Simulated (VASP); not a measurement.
# BiTe (R-3m) in VASP: notebook

BiTe is run at these levels: PBE; tasks: single point.

All numbers are computed with VASP 6.6.1; they aren't measurements. Logs are shortened: lines on timing, memory, paths and dates and some standing lists are left out, and cuts for length are marked.

### Step 1. The cell of the first run

It takes space group R-3m (No. 166, trigonal). Conventional cell: a = 3.631 Å, b = 3.631 Å, c = 17.789 Å, α = 90.00°, β = 90.00°, γ = 120.00°. Within 4.8 Å of Bi (site symmetry -3m) lie 6 Te at 3.63 Å and 6 Bi at 3.63 Å. Within 4.8 Å of Te (site symmetry -3m) lie 6 Bi at 3.63 Å and 6 Te at 3.63 Å.

### Step 2. Single point, PBE

INCAR reads:

```
SYSTEM = BiTe
ALGO     = Normal         ! electronic algorithm
EDIFF    = 1E-6           ! SCF threshold, eV
ENCUT    = 520            ! plane-wave cutoff, eV
GGA      = PE             ! functional
ISIF     = 2              ! what is computed and relaxed
ISMEAR   = 0              ! smearing method
LASPH    = .True.         ! aspherical terms in the spheres
LCHARG   = .False.        ! write CHGCAR
LREAL    = .False.        ! projectors in reciprocal space
LWAVE    = .False.        ! write WAVECAR
NBANDS   = 18             ! bands
NELM     = 60             ! most SCF steps
PREC     = Accurate       ! precision mode
SIGMA    = 0.15           ! smearing width, eV
```

KPOINTS reads:

```
k-points
0
Gamma
  14 14 14
  0 0 0
```

POSCAR reads:

```
BiTe
1.0
    1.7117474677      4.2793686693      4.2793686693
    4.2793686693      1.7117474677      4.2793686693
    4.2793686693      4.2793686693      1.7117474677
Bi Te
1 1
Direct
    0.0000000000      0.0000000000      0.0000000000
    0.5000000000      0.5000000000      0.5000000000
```

Potentials or basis: VASP PAW PBE potentials, release 64 (Bi_d, Te).

The run is started by

```bash
> cat potpaw_PBE.64/Bi_d/POTCAR potpaw_PBE.64/Te/POTCAR > POTCAR
> mpirun -np 1 vasp_std > vasp.out
```

OUTCAR:

```text
SYSTEM = BiTe
   EDIFF = 1E-6
   ENCUT = 520
   GGA = PE
   ISIF = 2
   ISMEAR = 0
   LASPH = .True.
   LREAL = .False.
   NELM = 60
   PREC = Accurate

 ion  position               nearest neighbor table
   1  0.000  0.000  0.000-   2 3.63   2 3.63   2 3.63   2 3.63   2 3.63   2 3.63
   2  0.500  0.500  0.500-   1 3.63   1 3.63   1 3.63   1 3.63   1 3.63   1 3.63

  LATTYP: Found a trigonal (rhomboedric) cell.
 ALAT       =     6.2893617966
 COS(alpha) =     0.8333333333

  Lattice vectors:

 A1 = (   1.7117474677,   4.2793686693,   4.2793686693)
 A2 = (   4.2793686693,   1.7117474677,   4.2793686693)
 A3 = (   4.2793686693,   4.2793686693,   1.7117474677)

Analysis of symmetry for initial positions (statically):
=====================================================================
 Subroutine PRICEL returns:
 Original cell was already a primitive cell.

 Routine SETGRP: Setting up the symmetry group for a
 trigonal (rhombohedral) supercell.

 Subroutine GETGRP returns: Found 12 space group operations
 (whereof 12 operations were pure point group operations)
 out of a pool of 12 trial point group operations.

The static configuration has the point symmetry D_3d.

Analysis of symmetry for dynamics (positions and initial velocities):
=====================================================================
 Subroutine PRICEL returns:
 Original cell was already a primitive cell.

 Routine SETGRP: Setting up the symmetry group for a
 trigonal (rhombohedral) supercell.

 Subroutine GETGRP returns: Found 12 space group operations
 (whereof 12 operations were pure point group operations)
 out of a pool of 12 trial point group operations.

The dynamic configuration has the point symmetry D_3d.

 Subroutine INISYM returns: Found 12 space group operations
 (whereof 12 operations are pure point group operations),
 and found     1 'primitive' translations

----------------------------------------------------------------------------------------

                                     Primitive cell

  volume of cell :      67.7100

  direct lattice vectors                    reciprocal lattice vectors
     1.711747468  4.279368669  4.279368669    -0.227188237  0.162277312  0.162277312
     4.279368669  1.711747468  4.279368669     0.162277312 -0.227188237  0.162277312
     4.279368669  4.279368669  1.711747468     0.162277312  0.162277312 -0.227188237

  length of vectors
     6.289361797  6.289361797  6.289361797     0.322927773  0.322927773  0.322927773

  position of ions in fractional coordinates (direct lattice)
     0.000000000  0.000000000  0.000000000
     0.500000000  0.500000000  0.500000000

  ion indices of the primitive-cell ions
   primitive index   ion index
                 1           1
                 2           2

----------------------------------------------------------------------------------------

 KPOINTS: k-points

Automatic generation of k-mesh.
 Grid dimensions read from file:
 generate k-points for:   14   14   14

 Generating k-lattice:

  Cartesian coordinates                     Fractional coordinates (reciprocal lattice)
    -0.016227731  0.011591237  0.011591237     0.071428571 -0.000000000 -0.000000000
     0.011591237 -0.016227731  0.011591237    -0.000000000  0.071428571 -0.000000000
     0.011591237  0.011591237 -0.016227731    -0.000000000 -0.000000000  0.071428571

  Length of vectors
     0.023066270  0.023066270  0.023066270

  Shift w.r.t. Gamma in fractional coordinates (k-lattice)
     0.000000000  0.000000000  0.000000000

 Subroutine IBZKPT returns following result:
 ===========================================

 Found    288 irreducible k-points:

 Following reciprocal coordinates:
            Coordinates               Weight
  0.000000  0.000000  0.000000      1.000000
  0.071429  0.000000 -0.000000      6.000000
  0.142857 -0.000000 -0.000000      6.000000
  0.214286  0.000000 -0.000000      6.000000
  0.285714 -0.000000 -0.000000      6.000000
  0.357143  0.000000  0.000000      6.000000
[... 16 lines left out ...]
  0.214286  0.142857 -0.000000     12.000000
  0.285714  0.142857 -0.000000     12.000000
 [... further k-points ...]
   k-points           NKPTS =    288   k-points in BZ     NKDIM =    288   number of bands    NBANDS=     18
   number of dos      NEDOS =    301   number of ions     NIONS =      2
   total plane-waves  NPLWV = 110592
   dimension x,y,z NGX =    48 NGY =   48 NGZ =   48
   dimension x,y,z NGXF=    96 NGYF=   96 NGZF=   96
   ions per type =               1   1
   NGX,Y,Z   is equivalent  to a cutoff of  12.69, 12.69, 12.69 a.u.
   NGXF,Y,Z  is equivalent  to a cutoff of  25.38, 25.38, 25.38 a.u.
 SYSTEM =  BiTe
   PREC   = accura    normal or accurate (medium, high low for compatibility)
   ISTART =      0    job   : 0-new  1-cont  2-samecut
   ICHARG =      2    charge: 1-file 2-atom 10-const
   ISPIN  =      1    spin polarized calculation?
   LNONCOLLINEAR =      F non collinear calculations
   LSORBIT =      F    spin-orbit coupling
   LASPH  =      T    aspherical Exc in radial PAW
   ENCUT  =  520.0 eV  38.22 Ry    6.18 a.u.  11.69 11.69 11.69*2*pi/ulx,y,z
   NELM   =     60;   NELMIN=  2; NELMDL= -5     # of ELM steps
   EDIFF  = 0.1E-05   stopping-criterion for ELM
   LREAL  =      F    real-space projection
   EDIFFG = 0.1E-04   stopping-criterion for IOM
   NSW    =      0    number of steps for IOM
   IBRION =     -1    ionic relax: 0-MD 1-quasi-New 2-CG
   NFREE  =      0    steps in history (QN), initial steepest desc. (CG)
   ISIF   =      2    stress and relaxation
   ISYM   =      2    0-nonsym 1-usesym 2-fastsym
   POTIM  = 0.5000    time-step for ionic-motion
   TEBEG  =    0.0;   TEEND  =   0.0 temperature during run
   PSTRESS=    0.0 pullay stress
   NELECT =      21.0000    total number of electrons
   NUPDOWN=      -1.0000    fix difference up-down
   EMIN   =  10.00;   EMAX   =-10.00  energy-range for DOS
   EFERMI =   0.00;   METHOD = LEGACY
   ISMEAR =     0;   SIGMA  =   0.15  broadening in eV -4-tet -1-fermi 0-gaus
   EFERMI_NEDOS =   21; number of points for ismear=-14 and -15
   IALGO  =     38    algorithm
   IMIX   =      4    mixing-type and parameters
     AMIX     =   0.40;   BMIX     =  1.00
     AMIX_MAG =   1.60;   BMIX_MAG =  1.00
  volume/ion in A,a.u.               =      33.86       228.46
  Fermi-wavevector in a.u.,A,eV,Ry     =   1.108146  2.094092 16.707785  1.227988
  Thomas-Fermi vector in A             =   2.244669
   LORBIT       =      0    0 simple, 1 ext, 2 COOP (PROOUT), +10 PAW based schemes
   GGA     = PE    functional components
   LHFCALC =     F    Hartree Fock is set to
   AEXX    =    0.0000 exact exchange contribution
   IVDW    =     0    specifies the selected vdW correction
   LEPSILON=     F    determine dielectric tensor
   LRPA    =     F    only Hartree local field effects (RPA)
 non-spin polarized calculation
 Gauss-broadening in eV      SIGMA  =   0.15
  energy-cutoff  :      520.00
  volume of cell :       67.71
 maximum number of plane-waves:      1853
   NGX = 23   NGY = 23   NGZ = 23

 number of electron      20.9999999 magnetization

 Free energy of the ion-electron system (eV)
  ---------------------------------------------------
  ext. energy  EPLUGINS =         0.00000000
  ---------------------------------------------------
  free energy    TOTEN  =        -6.41093547 eV

  energy without entropy =       -6.38579960  energy(sigma->0) =       -6.39836753

 E-fermi :   6.3262     XC(G=0):  -9.6056

 val. band max:        6.3252595960   @ k =  -0.3571  -0.3571   0.2857
 cond. band min:       6.3347247998   @ k =  -0.2143   0.4286   0.2143
 fundamental gap:      0.0094652038
 Fermi energy:         6.3262120522

 k-point     1 :       0.0000    0.0000    0.0000
  band No.  band energies     occupation
      1     -16.8597      2.00000
      2     -16.7856      2.00000
      3     -16.7856      2.00000
      4     -16.7813      2.00000
      5     -16.7813      2.00000
      6      -6.5266      2.00000
[... 10 lines left out ...]
     17      15.0953      0.00000
     18      15.5411      0.00000

 k-point     2 :       0.0714    0.0000   -0.0000
  band No.  band energies     occupation
      1     -16.8571      2.00000
      2     -16.7860      2.00000
      3     -16.7834      2.00000
      4     -16.7818      2.00000
      5     -16.7809      2.00000
      6      -6.4585      2.00000
[... 10 lines left out ...]
     17      15.1044      0.00000
     18      15.3239      0.00000

 k-point     3 :       0.1429   -0.0000   -0.0000
  band No.  band energies     occupation
      1     -16.8505      2.00000
      2     -16.7893      2.00000
      3     -16.7862      2.00000
      4     -16.7833      2.00000
      5     -16.7678      2.00000
      6      -6.2562      2.00000
[... 10 lines left out ...]
     17      15.4585      0.00000
     18      15.9645      0.00000

 k-point     4 :       0.2143    0.0000   -0.0000
  band No.  band energies     occupation
      1     -16.8433      2.00000
      2     -16.7979      2.00000
      3     -16.7854      2.00000
      4     -16.7843      2.00000
      5     -16.7488      2.00000
      6      -5.9275      2.00000
[... 10 lines left out ...]
     17      15.9923      0.00000
     18      16.5423      0.00000

 k-point     5 :       0.2857   -0.0000   -0.0000
  band No.  band energies     occupation
      1     -16.8393      2.00000
      2     -16.8073      2.00000
      3     -16.7877      2.00000
      4     -16.7783      2.00000
      5     -16.7276      2.00000
      6      -5.4888      2.00000
[... 10 lines left out ...]
     17      16.5812      0.00000
     18      17.5740      0.00000

 k-point     6 :       0.3571    0.0000    0.0000
  band No.  band energies     occupation
      1     -16.8390      2.00000
      2     -16.8157      2.00000
      3     -16.7898      2.00000
      4     -16.7698      2.00000
      5     -16.7084      2.00000
      6      -4.9715      2.00000
[... 10 lines left out ...]
     17      16.7095      0.00000
     18      17.4745      0.00000

 k-point     7 :       0.4286    0.0000   -0.0000
  band No.  band energies     occupation
      1     -16.8401      2.00000
      2     -16.8216      2.00000
      3     -16.7912      2.00000
      4     -16.7626      2.00000
      5     -16.6951      2.00000
      6      -4.4338      2.00000
[... 10 lines left out ...]
     17      16.0773      0.00000
     18      17.6908      0.00000

 k-point     8 :       0.5000   -0.0000   -0.0000
  band No.  band energies     occupation
      1     -16.8407      2.00000
      2     -16.8236      2.00000
      3     -16.7917      2.00000
      4     -16.7599      2.00000
      5     -16.6903      2.00000
      6      -4.0159      2.00000
[... 10 lines left out ...]
     17      15.4588      0.00000
     18      17.8095      0.00000
[... 229 lines left out ...]
     17      15.9081      0.00000
     18      16.1368      0.00000

 k-point    20 :      -0.1429    0.0714    0.0000
  band No.  band energies     occupation
      1     -16.8448      2.00000
      2     -16.7944      2.00000
      3     -16.7864      2.00000
      4     -16.7848      2.00000
      5     -16.7558      2.00000
      6      -6.0702      2.00000
[... 10 lines left out ...]
     17      15.5890      0.00000
     18      16.4275      0.00000

 k-point    21 :      -0.0714    0.0714    0.0000
  band No.  band energies     occupation
      1     -16.8524      2.00000
      2     -16.7874      2.00000
      3     -16.7865      2.00000
      4     -16.7829      2.00000
      5     -16.7719      2.00000
      6      -6.3295      2.00000
[... 10 lines left out ...]
     17      15.0784      0.00000
     18      15.9814      0.00000

 k-point    22 :       0.1429    0.1429   -0.0000
  band No.  band energies     occupation
      1     -16.8504      2.00000
      2     -16.7894      2.00000
      3     -16.7862      2.00000
      4     -16.7832      2.00000
      5     -16.7678      2.00000
      6      -6.2328      2.00000
[... 10 lines left out ...]
     17      16.0982      0.00000
     18      16.3183      0.00000

 k-point    23 :       0.2143    0.1429   -0.0000
  band No.  band energies     occupation
      1     -16.8447      2.00000
      2     -16.7944      2.00000
      3     -16.7864      2.00000
      4     -16.7848      2.00000
      5     -16.7558      2.00000
      6      -6.0238      2.00000
[... 10 lines left out ...]
     17      16.0170      0.00000
     18      16.4711      0.00000

 k-point    24 :       0.2857    0.1429   -0.0000
  band No.  band energies     occupation
      1     -16.8362      2.00000
      2     -16.8012      2.00000
      3     -16.7876      2.00000
      4     -16.7860      2.00000
      5     -16.7394      2.00000
      6      -5.6928      2.00000
[... 10 lines left out ...]
     17      15.5296      0.00000
     18      15.9955      0.00000

 [... further k-points ...]
[... 5 lines left out ...]
  --------------------------------------------------------------------------------------
  -------------------------------------------------------------------------------------
  Total       -1.8892407     -1.8892407     -1.8892407     -0.1770661     -0.1770661     -0.1770661
  in kB      -44.7038600    -44.7038600    -44.7038600     -4.1897977     -4.1897977     -4.1897977
  external PRESSURE =     -44.7038600 kB  Pullay stress =       0.0000000 kB

 VOLUME and BASIS-vectors are now :
 -----------------------------------------------------------------------------
  energy-cutoff  :      520.00
  volume of cell :       67.71
      direct lattice vectors                 reciprocal lattice vectors
     1.711747468  4.279368669  4.279368669    -0.227188237  0.162277312  0.162277312
     4.279368669  1.711747468  4.279368669     0.162277312 -0.227188237  0.162277312
     4.279368669  4.279368669  1.711747468     0.162277312  0.162277312 -0.227188237

 POSITION                                       TOTAL-FORCE (eV/Angst)
 -----------------------------------------------------------------------------------
      0.00000      0.00000      0.00000         0.000000     -0.000000      0.000000
      5.13524      5.13524      5.13524         0.000000      0.000000     -0.000000
 -----------------------------------------------------------------------------------
    total drift:                               -0.000000     -0.000000     -0.000000

  FREE ENERGIE OF THE ION-ELECTRON SYSTEM (eV)
  ---------------------------------------------------
  free  energy   TOTEN  =        -6.4109354678 eV

  energy  without entropy=       -6.3857995954  energy(sigma->0) =       -6.39836753
```

Run time: 24 min. Hardware: 1 thread of Intel Xeon 8259CL, shared host; peak memory 0.55 GiB.

Results:

| Property | Result |
| --- | --- |
| Free energy | -6.4109 eV |
| Pressure | -4.5 GPa |
| Band gap on the k mesh | zero (an odd number of electrons rules out a gap without spin polarisation) |

Stress tensor (GPa, compression positive):
```
-4.47 -0.42 -0.42
-0.42 -4.47 -0.42
-0.42 -0.42 -4.47
```

Caveat: the cell stands under tension; spin-orbit coupling is left out, which moves the levels of the heavy elements.

### Step 3. Single point, PBE

This run uses another cell than the first one, of the same volume but with other edges.

INCAR reads:

```
SYSTEM = BiTe
  PREC = Accurate
  ENCUT = 520
  EDIFF = 1E-6
  ISMEAR = 0
  SIGMA = 0.15
  LREAL = .False.
  LASPH = .True.
  NELM = 100
  ALGO = Normal
  ISIF = 2
  LWAVE = .False.
  LCHARG = .True.
  GGA = PE
  LELF = .True.
  LVHAR = .True.
  NBANDS = 18
```

KPOINTS reads:

```
regular mesh
0
Gamma
  14 14 14
  0 0 0
```

POSCAR reads:

```
BiTe
1.0
   -0.7010703083      2.9251554243      2.9251554243
    2.9251554243     -0.7010703083      2.9251554243
    2.9251554243      2.9251554243     -0.7010703083
Bi Te
1 1
Direct
    0.0000000000      0.0000000000      0.0000000000
    0.5000000000      0.5000000000      0.5000000000
```

Potentials or basis: VASP PAW PBE potentials, release 64 (Bi_d, Te).

The run is started by

```bash
> cat potpaw_PBE.64/Bi_d/POTCAR potpaw_PBE.64/Te/POTCAR > POTCAR
> mpirun -np 1 vasp_std > vasp.out
```

Run time: 6.6 min. Hardware: 1 thread of Intel Xeon 8259CL, shared host; peak memory 0.43 GiB.

It converged, with:

| Property | Result |
| --- | --- |
| Free energy | -7.0916 eV |
| Pressure | -2.1 GPa |
| Band gap on the k mesh | zero (an odd number of electrons rules out a gap without spin polarisation) |

Stress tensor (GPa, compression positive):
```
-2.08  1.32  1.32
 1.32 -2.08  1.32
 1.32  1.32 -2.08
```

Levels at points of the mesh, in eV from the Fermi level:
```tsv
k point	band 7	band 8	band 9	band 10	band 11	band 12	band 13	band 14
(0.00, 0.00, 0.00)	-8.47	-2.83	-2.83	-1.06	1.97	3.13	3.13	3.81
(0.50, 0.00, 0.00)	-11.23	-1.76	-1.45	-1.00	-0.42	-0.22	1.09	6.09
(0.50, 0.50, 0.00)	-9.91	-5.24	-4.58	-2.18	2.37	3.12	3.30	3.89
(0.50, 0.50, 0.50)	-10.49	-2.53	-2.48	-2.48	-1.93	-1.57	-1.57	9.03
```

Caveat: spin-orbit coupling is left out, which moves the levels of the heavy elements.

### Step 4. Single point, PBE

This run uses another cell than the first one, of the same volume but with other edges.

INCAR reads:

```
SYSTEM = BiTe
PREC = Accurate
ENCUT = 520
EDIFF = 1E-7
ISMEAR = 0
SIGMA = 0.15
LREAL = .FALSE.
LASPH = .TRUE.
NELM = 80
ALGO = Normal
ISIF = 2
LWAVE = .FALSE.
LCHARG = .FALSE.
GGA = PE
NBANDS = 18
```

KPOINTS reads:

```
regular mesh
0
G
  14 14 14
  0 0 0
```

POSCAR reads:

```
BiTe
1.0
    0.7885462640      3.6734716200      3.6734716200
    3.6734716200      0.7885462640      3.6734716200
    3.6734716200      3.6734716200      0.7885462640
Bi Te
1 1
Direct
    0.0000000000      0.0000000000      0.0000000000
    0.5000000000      0.5000000000      0.5000000000
```

The run is started by

```bash
> cat potpaw_PBE.64/Bi_d/POTCAR potpaw_PBE.64/Te/POTCAR > POTCAR
> mpirun -np 1 vasp_std > vasp.out
```

It took 17 min on 1 thread of Intel Xeon 8259CL, shared host; peak memory 0.47 GiB.

Results (log left out):

```yaml
Free_energy: -7.0615 eV
Pressure: -2.1 GPa
Band_gap_on_the_k_mesh: zero (an odd number of electrons rules out a gap without spin polarisation)
```

Stress tensor (GPa, compression positive):
```
-2.10 -2.00 -2.00
-2.00 -2.10 -2.00
-2.00 -2.00 -2.10
```

Levels at points of the mesh, in eV from the Fermi level:
```tsv
k point	band 7	band 8	band 9	band 10	band 11	band 12	band 13	band 14
(0.00, 0.00, 0.00)	-8.71	-4.13	-0.70	-0.70	2.47	2.47	3.59	4.24
(0.50, 0.00, 0.00)	-10.81	-2.73	-2.21	-1.52	-1.00	-0.45	0.11	5.29
(0.50, 0.50, 0.00)	-9.76	-5.19	-4.33	-2.29	2.64	2.86	3.01	3.73
(0.50, 0.50, 0.50)	-11.54	-0.47	-0.23	-0.23	0.67	1.21	1.21	5.99
```

Caveat: spin-orbit coupling is left out, which moves the levels of the heavy elements.

### Step 5. Summary

```tsv
cell	gap on the mesh (eV)	pressure (GPa)
a = 6.289 Å, angles 33.6°, 2 atoms	none	-4.5
a = 4.196 Å, angles 75.3°, 2 atoms	none	-2.1
a = 5.255 Å, angles 45.7°, 2 atoms	none	-2.1
```

Alike in all rows: task single point; level PBE; potentials or basis VASP PAW PBE potentials, release 64 (Bi_d, Te); no spin polarisation; k mesh 14 × 14 × 14; cutoff (eV) 520; smearing gaussian 0.15 eV.

Caveats: spin-orbit coupling is left out, which moves the levels of the heavy elements; the cell stands under tension (at least some runs).

Total energies depend on the potentials used, so only differences within one code and one set of settings carry meaning.

The gap in the log of VASP goes by the Fermi energy; the results here count the filled bands.